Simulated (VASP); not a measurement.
Write the native input for VASP 6.6.1 that does the following.

```
Task                   : single point
Functional             : PBEsol
Dispersion             : D3(BJ)
Potentials or basis    : VASP PAW PBE potentials, release 64 (Se)
Cutoff                 : 520 eV
k mesh                 : 4 × 4 × 4
Occupations            : fermi-dirac, width 0.1 eV
Spin                   : no spin polarisation
Dipole correction      : no
Further INCAR settings : ALGO = Normal; EDIFF = 1e-06; NBANDS = 13
```

The structure of Se lies in POSCAR:

```
Se
1.0
    0.0000000000      3.0911521213      3.0911521213
    3.0911521213      0.0000000000      3.0911521213
    3.0911521213      3.0911521213      0.0000000000
Se
2
Direct
    0.5000000000      0.5000000000      0.5000000000
    0.7500000000      0.7500000000      0.7500000000
```

The input as run:

INCAR

```
SYSTEM = Se
PREC = Accurate
ENCUT = 520
EDIFF = 1E-6
ISMEAR = -1
SIGMA = 0.1
LREAL = .FALSE.
LASPH = .TRUE.
NELM = 80
ALGO = Normal
ISIF = 2
LWAVE = .FALSE.
LCHARG = .FALSE.
GGA = PS
IVDW = 12
NBANDS = 13
```

KPOINTS

```
Automatic mesh
0
G
  4 4 4
  0 0 0
```

Potentials or basis: VASP PAW PBE potentials, release 64 (Se).

Run with:

```sh
$ cat potpaw_PBE.64/Se/POTCAR > POTCAR
$ mpirun -np 1 vasp_std > vasp.out
```

It gave:

```json
{"Pressure": "0.0 GPa", "Band gap on the k mesh": "zero (band 6 reaches 2.82 eV, above the bottom of band 7 at 1.68 eV)", "Dispersion energy per atom": "-0.258 eV"}
```

Caveat: the k points lie up to 0.44 Å⁻¹ apart; the PAW data sets were made with another functional, which shifts forces and pressure a little; pairwise dispersion overbinds metals, which lowers pressure and volume.

It took 7.6 s on 1 thread of AMD EPYC 7R43 64-Core Processor (Zen 3) (shared host), peak memory 0.16 GiB.
